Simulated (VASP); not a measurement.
Input of a VASP 6.6.1 run:

POSCAR

```
Sr
1.0
    4.0945002096      0.0000000000      0.0000000000
   -2.0472501048      3.5459411973      0.0000000000
    0.0000000000      0.0000000000      6.6975000000
Sr
2
Direct
    0.3333333333      0.6666666667      0.2500000000
    0.6666666667      0.3333333333      0.7500000000
```

The input INCAR.step1:

```
SYSTEM = Sr
PREC = Accurate
ENCUT = 520
ISMEAR = 0
SIGMA = 0.15
LREAL = .FALSE.
LASPH = .TRUE.
NELM = 100
NBANDS = 17
GGA = PE
ALGO = Normal
EDIFF = 1E-4
LWAVE = .TRUE.
LCHARG = .FALSE.
```

INCAR.step2

```
SYSTEM = Sr
PREC = Accurate
ENCUT = 520
EDIFF = 1E-6
ISMEAR = 0
SIGMA = 0.15
LREAL = .FALSE.
LASPH = .TRUE.
NELM = 100
ALGO = Normal
ISIF = 2
LWAVE = .FALSE.
LCHARG = .FALSE.
METAGGA = R2SCAN
LMIXTAU = .TRUE.
NBANDS = 17
ISTART = 1
```

The input KPOINTS:

```
regular mesh
0
G
  12 12 8
  0 0 0
```

Potentials or basis: VASP PAW PBE potentials, release 64 (Sr_sv).

The run is started by

```sh
$ cat potpaw_PBE.64/Sr_sv/POTCAR > POTCAR
$ cp INCAR.step1 INCAR
$ mpirun -np 1 vasp_std > vasp.out
$ cp INCAR.step2 INCAR
$ mpirun -np 1 vasp_std > vasp.out
```

(1) Predict the pressure.

(2) Predict the band gap on the k mesh.

## Answers

(1) 2.4 GPa.

(2) zero (bands 10 and 11 overlap by 0.32 eV).

Caveat: the cell differs from its parent crystal (strain -0.050 along x and y, -0.050 along z); the PAW data sets were made with another functional, which shifts forces and pressure a little.
